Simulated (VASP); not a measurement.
# Ta2N (P-3m1) in VASP: a series of runs

The runs below take Ta2N through vibrations by perturbation theory, single point, with PBEsol, PBE+D4+U.

All numbers are computed with VASP 6.6.1; they aren't measurements. Logs are shortened: lines on timing, memory, paths and dates and some standing lists are left out, and cuts for length are marked.

## Step 1: The cell of the first run

Symmetry: P-3m1, No. 164, trigonal system. The conventional cell has a = 3.113 Å, b = 3.113 Å, c = 4.870 Å, α = 90.00°, β = 90.00°, γ = 120.00°. Ta (site symmetry 3m) has 3 N at 2.18 Å and 12 Ta at 2.99 to 3.11 Å within 3.2 Å. N (site symmetry -3m) has 6 Ta at 2.18 Å within 2.9 Å.

## Step 2: Vibrations by perturbation theory, PBEsol

INCAR

```
SYSTEM = Ta2N
  ALGO = Normal
  EDIFF = 1E-8
  ENCUT = 520
  GGA = PS
  IBRION = 8
  ISIF = 2
  ISMEAR = -1
  LASPH = .True.
  LCHARG = .True.
  LREAL = .False.
  LWAVE = .False.
  NELM = 60
  NSW = 1
  PREC = Accurate
  SIGMA = 0.05
```

KPOINTS

```
k-points
0
Gamma
  8 8 6
  0 0 0
```

POSCAR

```
Ta2N
1.0
    3.1128615060      0.0000000000      0.0000000000
   -1.5564307530      2.6958171426      0.0000000000
    0.0000000000      0.0000000000      4.8698410000
Ta N
2 1
Direct
    0.3333333333      0.6666666667      0.2547110000
    0.6666666667      0.3333333333      0.7452890000
    0.0000000000      0.0000000000      0.0000000000
```

Potentials or basis: VASP PAW PBE potentials, release 64 (Ta_pv, N).

Launch:

```bash
$ cat potpaw_PBE.64/Ta_pv/POTCAR potpaw_PBE.64/N/POTCAR > POTCAR
$ mpirun -np 1 vasp_std > vasp.out
```

OUTCAR:

```text
SYSTEM = Ta2N
   EDIFF = 1E-8
   ENCUT = 520
   GGA = PS
   IBRION = 8
   ISIF = 2
   ISMEAR = -1
   LASPH = .True.
   LREAL = .False.
   NELM = 60
   NSW = 1
   PREC = Accurate

 ion  position               nearest neighbor table
   1  0.333  0.667  0.255-   3 2.18   3 2.18   3 2.18   2 2.99   2 2.99   2 2.99   2 3.06   2 3.06
                             2 3.06
   2  0.667  0.333  0.745-   3 2.18   3 2.18   3 2.18   1 2.99   1 2.99   1 2.99   1 3.06   1 3.06
                             1 3.06
   3  0.000  0.000  0.000-   1 2.18   2 2.18   1 2.18   2 2.18   2 2.18   1 2.18

  LATTYP: Found a hexagonal cell.
 ALAT       =     3.1128615060
 C/A-ratio  =     1.5644258476

  Lattice vectors:

 A1 = (   3.1128615060,   0.0000000000,   0.0000000000)
 A2 = (  -1.5564307530,   2.6958171426,   0.0000000000)
 A3 = (   0.0000000000,   0.0000000000,   4.8698410000)

Analysis of symmetry for initial positions (statically):
=====================================================================
 Subroutine PRICEL returns:
 Original cell was already a primitive cell.

 Routine SETGRP: Setting up the symmetry group for a
 hexagonal supercell.

 Subroutine GETGRP returns: Found 12 space group operations
 (whereof 12 operations were pure point group operations)
 out of a pool of 24 trial point group operations.

The static configuration has the point symmetry D_3d.

Analysis of symmetry for dynamics (positions and initial velocities):
=====================================================================
 Subroutine PRICEL returns:
 Original cell was already a primitive cell.

 Routine SETGRP: Setting up the symmetry group for a
 hexagonal supercell.

 Subroutine GETGRP returns: Found 12 space group operations
 (whereof 12 operations were pure point group operations)
 out of a pool of 24 trial point group operations.

The dynamic configuration has the point symmetry D_3d.

 Subroutine INISYM returns: Found 12 space group operations
 (whereof 12 operations are pure point group operations),
 and found     1 'primitive' translations

----------------------------------------------------------------------------------------

                                     Primitive cell

  volume of cell :      40.8663

  direct lattice vectors                    reciprocal lattice vectors
     3.112861506  0.000000000  0.000000000     0.321247829  0.185472520  0.000000000
    -1.556430753  2.695817143  0.000000000     0.000000000  0.370945041  0.000000000
     0.000000000  0.000000000  4.869841000     0.000000000  0.000000000  0.205345513

  length of vectors
     3.112861506  3.112861506  4.869841000     0.370945041  0.370945041  0.205345513

  position of ions in fractional coordinates (direct lattice)
     0.333333333  0.666666667  0.254711000
     0.666666667  0.333333333  0.745289000
     0.000000000  0.000000000  0.000000000

  ion indices of the primitive-cell ions
   primitive index   ion index
                 1           1
                 2           2
                 3           3

----------------------------------------------------------------------------------------

 KPOINTS: k-points

Automatic generation of k-mesh.
 Grid dimensions read from file:
 generate k-points for:    8    8    6

 Generating k-lattice:

  Cartesian coordinates                     Fractional coordinates (reciprocal lattice)
     0.040155979  0.023184065  0.000000000     0.125000000  0.000000000  0.000000000
     0.000000000  0.046368130  0.000000000     0.000000000  0.125000000  0.000000000
     0.000000000  0.000000000  0.034224252     0.000000000  0.000000000  0.166666667

  Length of vectors
     0.046368130  0.046368130  0.034224252

  Shift w.r.t. Gamma in fractional coordinates (k-lattice)
     0.000000000  0.000000000  0.000000000

 Subroutine IBZKPT returns following result:
 ===========================================

 Found     50 irreducible k-points:

 Following reciprocal coordinates:
            Coordinates               Weight
[... 43 lines left out ...]
   EDIFF  = 0.1E-07   stopping-criterion for ELM
   LREAL  =      F    real-space projection
   EDIFFG = 0.1E-06   stopping-criterion for IOM
   NSW    =      1    number of steps for IOM
   IBRION =      8    ionic relax: 0-MD 1-quasi-New 2-CG
   NFREE  =      0    steps in history (QN), initial steepest desc. (CG)
   ISIF   =      2    stress and relaxation
   ISYM   =      2    0-nonsym 1-usesym 2-fastsym
   POTIM  = 0.5000    time-step for ionic-motion
   TEBEG  =    0.0;   TEEND  =   0.0 temperature during run
   PSTRESS=    0.0 pullay stress
   NELECT =      27.0000    total number of electrons
   NUPDOWN=      -1.0000    fix difference up-down
   EMIN   =  10.00;   EMAX   =-10.00  energy-range for DOS
   EFERMI =   0.00;   METHOD = LEGACY
   ISMEAR =    -1;   SIGMA  =   0.05  broadening in eV -4-tet -1-fermi 0-gaus
   EFERMI_NEDOS =   21; number of points for ismear=-14 and -15
   IALGO  =     38    algorithm
   IMIX   =      4    mixing-type and parameters
     AMIX     =   0.40;   BMIX     =  1.00
     AMIX_MAG =   1.60;   BMIX_MAG =  1.00
  volume/ion in A,a.u.               =      13.62        91.93
  Fermi-wavevector in a.u.,A,eV,Ry     =   1.425852  2.694469 27.661374  2.033054
  Thomas-Fermi vector in A             =   2.546192
   LORBIT       =      0    0 simple, 1 ext, 2 COOP (PROOUT), +10 PAW based schemes
   GGA     = PS    functional components
   LHFCALC =     F    Hartree Fock is set to
   AEXX    =    0.0000 exact exchange contribution
   IVDW    =     0    specifies the selected vdW correction
   LEPSILON=     F    determine dielectric tensor
   LRPA    =     F    only Hartree local field effects (RPA)
 non-spin polarized calculation
  energy-cutoff  :      520.00
  volume of cell :       40.87
 maximum number of plane-waves:      1114
 NGX is ok and might be reduce to    24
   NGX = 11   NGY = 11   NGZ = 19

--------------------------------------- Ionic step        1  -------------------------------------------

 number of electron      26.9999996 magnetization

 Free energy of the ion-electron system (eV)
  ---------------------------------------------------
  ext. energy  EPLUGINS =         0.00000000
  ---------------------------------------------------
  free energy    TOTEN  =       -36.45319730 eV

  energy without entropy =      -36.44304623  energy(sigma->0) =      -36.44812176

 E-fermi :   7.2936     XC(G=0): -12.9754

 val. band max:        7.2529862996   @ k =   0.1250   0.0000   0.1667
 cond. band min:       7.3454777237   @ k =   0.1250   0.0000   0.0000
 fundamental gap:      0.0924914242
 Fermi energy:         7.2936375854

 k-point     1 :       0.0000    0.0000    0.0000
  band No.  band energies     occupation
      1     -28.3326      2.00000
      2     -27.6146      2.00000
      3     -27.6146      2.00000
      4     -27.4883      2.00000
      5     -27.4883      2.00000
      6     -27.3705      2.00000
[... 457 lines left out ...]
      4     -27.8148      2.00000
      5     -27.7094      2.00000
      6     -27.5617      2.00000
[... 9 lines left out ...]
     16       9.5800      0.00000
     17      10.4735      0.00000

 [... further k-points ...]

------------------------ aborting loop because EDIFF is reached ----------------------------------------

  FORCE on cell =-STRESS in cart. coord.  units (eV):
  Direction    XX          YY          ZZ          XY          YZ          ZX
  --------------------------------------------------------------------------------------
  -------------------------------------------------------------------------------------
  Total       -2.2342044     -2.2342044     -2.1671342      0.0000000      0.0000000      0.0000000
  in kB      -87.5928141    -87.5928141    -84.9632995      0.0000000      0.0000000      0.0000000
  external PRESSURE =     -86.7163092 kB  Pullay stress =       0.0000000 kB

 VOLUME and BASIS-vectors are now :
 -----------------------------------------------------------------------------
  energy-cutoff  :      520.00
  volume of cell :       40.87
      direct lattice vectors                 reciprocal lattice vectors
     3.112861506  0.000000000  0.000000000     0.321247829  0.185472520  0.000000000
    -1.556430753  2.695817143  0.000000000     0.000000000  0.370945041  0.000000000
     0.000000000  0.000000000  4.869841000     0.000000000  0.000000000  0.205345513

 POSITION                                       TOTAL-FORCE (eV/Angst)
 -----------------------------------------------------------------------------------
     -0.00000      1.79721      1.24040        -0.000000      0.000000     -0.349649
      1.55643      0.89861      3.62944         0.000000     -0.000000      0.349649
      0.00000      0.00000      0.00000         0.000000      0.000000      0.000000
 -----------------------------------------------------------------------------------
    total drift:                               -0.000000      0.000000      0.000000

  FREE ENERGIE OF THE ION-ELECTRON SYSTEM (eV)
  ---------------------------------------------------
  free  energy   TOTEN  =       -36.4531972996 eV

  energy  without entropy=      -36.4430462267  energy(sigma->0) =      -36.44812176

[... ionic steps 2 to 9 ...]

--------------------------------------- Ionic step       10  -------------------------------------------

------------------------ aborting loop because EDIFF is reached ----------------------------------------

[... ionic steps 11 to 11 ...]

--------------------------------------- Ionic step       12  -------------------------------------------

 Free energy of the ion-electron system (eV)
  ---------------------------------------------------
  ---------------------------------------------------
  free energy    TOTEN  =        -0.24615224 eV

  energy without entropy =       -0.24615224

------------------------ aborting loop because EDIFF is reached ----------------------------------------

 INTERNAL STRAIN TENSOR  FOR ION    3  DIRECTION 3   (eV/Angst):
 -----------------------------------------------------------------------------
     0.00836  0.00000 -0.00000
     0.00000  0.00836  0.00000
    -0.00000  0.00000 -0.00987

 INTERNAL STRAIN TENSOR FOR ION    3 for displacements in x,y,z  (eV/Angst):
          X           Y           Z          XY          YZ          ZX
  --------------------------------------------------------------------------------
  x     0.00000     0.00000     0.00000     0.00000     0.00000     0.00000
  y     0.00000     0.00000     0.00000     0.00000     0.00000     0.00000
  z     0.00000     0.00000     0.00000     0.00000     0.00000     0.00000

 SECOND DERIVATIVES (NOT SYMMETRIZED)
 ------------------------------------
               1X          1Y          1Z          2X          2Y          2Z          3X          3Y          3Z
  1X    -5.494562    0.000000    0.000000   -0.471737    0.000000    0.000000    5.966299    0.000000    0.000000
  1Y     0.000000   -5.494562   -0.000000    0.000000   -0.471737   -0.000000    0.000000    5.966299    0.000000
  1Z     0.000000    0.000000  -11.803427    0.000000    0.000000    4.803582    0.000000    0.000000    6.999845
  2X    -0.471737    0.000000    0.000000   -5.494562    0.000000    0.000000    5.966299    0.000000    0.000000
  2Y     0.000000   -0.471737   -0.000000    0.000000   -5.494562   -0.000000    0.000000    5.966299    0.000000
  2Z     0.000000    0.000000    4.803582    0.000000    0.000000  -11.803427    0.000000    0.000000    6.999845
  3X     5.954777    0.000000    0.000000    5.954777    0.000000    0.000000  -11.909554    0.000000    0.000000
  3Y     0.000000    5.954777    0.000000    0.000000    5.954777    0.000000    0.000000  -11.909554    0.000000
  3Z     0.000000   -0.000000    7.013893    0.000000   -0.000000    7.013893   -0.000000   -0.000000  -14.027787

 Eigenvectors and eigenvalues of the dynamical matrix
 ----------------------------------------------------

   1 f  =   15.947482 THz   100.200985 2PiTHz  531.950740 cm-1    65.953456 meV
             X         Y         Z           dx          dy          dz
     -0.000000  1.797211  1.240402     0.000000    0.000000   -0.136336
      1.556431  0.898606  3.629439     0.000000    0.000000   -0.136336
      0.000000  0.000000  0.000000     0.000000    0.000000    0.981236
[... 43 lines left out ...]
   9 f/i=    0.003025 THz     0.019005 2PiTHz    0.100892 cm-1     0.012509 meV
             X         Y         Z           dx          dy          dz
     -0.000000  1.797211  1.240402     0.000000    0.000000   -0.693839
      1.556431  0.898606  3.629439     0.000000    0.000000   -0.693839
      0.000000  0.000000  0.000000     0.000000    0.000000   -0.192808

--------------------------------------------------------------------------------------------------------

 ELASTIC MODULI CONTR FROM IONIC RELAXATION (kBar)
 Direction    XX          YY          ZZ          XY          YZ          ZX
 --------------------------------------------------------------------------------
 XX        -513.6189   -465.6206    170.8864      0.0000     -7.9938     -0.0000
 YY        -465.6206   -513.6189    170.8864      0.0000      7.9938     -0.0000
 ZZ         170.8864    170.8864    -59.6426     -0.0000     -0.0000      0.0000
 XY           0.0000      0.0000     -0.0000    -23.9991     -0.0000     57.7326
 YZ          -7.9938      7.9938     -0.0000     -0.0000     -2.6627      0.0000
 ZX          -0.0000     -0.0000      0.0000     57.7326      0.0000   -138.8823
 --------------------------------------------------------------------------------
```

Wall time 4.4 min (1 thread of Intel Xeon 6975P-C (Granite Rapids), shared host); peak memory 0.39 GiB.

What came out:

```
Highest phonon frequency at Γ : 532 cm⁻¹
```

Phonon frequencies in cm⁻¹ (negative: imaginary):
```tsv
q point	frequencies
(0.000, 0.000, 0.000)	0 0 0 87 87 158 490 490 532
```

Caveat: the cell stands under pressure or tension, which shifts response properties; the PAW data sets were made with another functional, which shifts forces and pressure a little; spin-orbit coupling is left out, which moves the levels of the heavy elements.

## Step 3: Single point, PBE+D4+U, non-collinear spin, zero start, spin-orbit coupling

INCAR

```
SYSTEM = Ta2N
  PREC = Accurate
  ENCUT = 520
  EDIFF = 1E-6
  ISMEAR = 0
  SIGMA = 0.025
  LREAL = .False.
  LASPH = .True.
  NELM = 150
  ALGO = Normal
  ISIF = 2
  LWAVE = .False.
  LCHARG = .False.
  MAGMOM = 0 0 0 0 0 0 0 0 0
  LORBIT = 11
  LSORBIT = .True.
  GGA_COMPAT = .False.
  LORBMOM = .True.
  LMAXMIX = 4
  LDAU = .True.
  LDAUTYPE = 2
  LDAUL = 2 -1
  LDAUU = 5 0
  LDAUJ = 0 0
  LDAUPRINT = 1
  GGA = PE
  IVDW = 13
  NBANDS = 40
```

KPOINTS

```
Automatic mesh
0
Gamma
  8 8 4
  0 0 0
```

POSCAR is that of step 2.

Potentials or basis: VASP PAW PBE potentials, release 64 (Ta_pv, N).

Launch:

```bash
$ cat potpaw_PBE.64/Ta_pv/POTCAR potpaw_PBE.64/N/POTCAR > POTCAR
$ mpirun -np 1 vasp_ncl > vasp.out
```

Run time: 2.5 min. Hardware: 1 thread of Intel Xeon Platinum 8488C (Sapphire Rapids), shared host; peak memory 0.28 GiB.

The run converged. Its results:

* Free energy: -27.8132 eV
* Pressure: 10.4 GPa
* Largest force: 0.615 eV/Å
* Net moment: 0.00 μB per cell
* Valence electrons inside the program's atomic spheres: Ta 8.75; N 3.79
* Dispersion energy per atom: -0.297 eV

Forces in eV/Å, atoms in the order of the input:
```
Ta   0.000  0.000  0.615
Ta   0.000  0.000 -0.615
N    0.000  0.000  0.000
```

Stress tensor (GPa, compression positive):
```
 8.77  0.00  0.00
 0.00  8.77  0.00
 0.00  0.00 13.69
```

Moments on the atoms (μB; x, y, z):
```
Ta  0.00 0.00 0.00
Ta  0.00 0.00 0.00
N   0.00 0.00 0.00
```

Caveat: the cell stands under pressure. The state reached can hang on the start; a lower one may exist.
